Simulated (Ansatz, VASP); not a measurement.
## One calculation of Cd3TeSe2, two programs

```xyz
12
Lattice="4.4798 0.0011 0.0002 -2.2389 3.8796 -0.0001 0.0014 -0.0004 22.0104" Properties=species:S:1:pos:R:3 pbc="T T T"
Cd   -0.0013    2.5835    0.1578
Cd    0.0056    2.5873    7.1865
Cd    0.0038    2.5865   14.6712
Cd    2.2387    1.2939    3.6654
Cd    2.2394    1.2961   11.1639
Cd    2.2395    1.2936   18.1918
Te   -0.0005    2.5890   10.0570
Te    2.2402    1.2903   21.0619
Se   -0.0012    2.5867    2.8383
Se   -0.0002    2.5864   17.3636
Se    2.2451    1.2944    6.3580
Se    2.2436    1.2937   13.8445
```

Change from the starting cell: cell x1, atoms moved at random (sigma 0.05 Å) and cell strained at random (1.5 %), then relaxed without symmetry.

Alike in both runs: functional PBE; k mesh 6 × 6 × 1; occupations gaussian, width 0.2 eV; no spin polarisation.

Ansatz relaxed the structure, and its values are those at the end. VASP's run is a single point on that final structure, the one shown.

|  | VASP | Ansatz |
| --- | --- | --- |
| version | VASP 6.6.1 | Ansatz 0.2.0 |
| potentials or method | VASP PAW PBE potentials, release 64 (Cd, Te, Se), cutoff 520 eV | scalar-relativistic, plane waves, PAW |
| valence electrons in the cell | 108 | 216 |

VASP gave:

| Item | Value |
| --- | --- |
| pressure (GPa) | 0.2 |

Problem. What did Ansatz give for the same quantities?

Solution. Pressure (GPa): 0.0.

With one functional, cell and mesh, what is left measures potentials, basis and numerics. VASP's potentials hold 108 valence electrons a cell and Ansatz's 216, so a difference there can come from the potentials and not from the codes.

Spin-orbit coupling is off throughout.
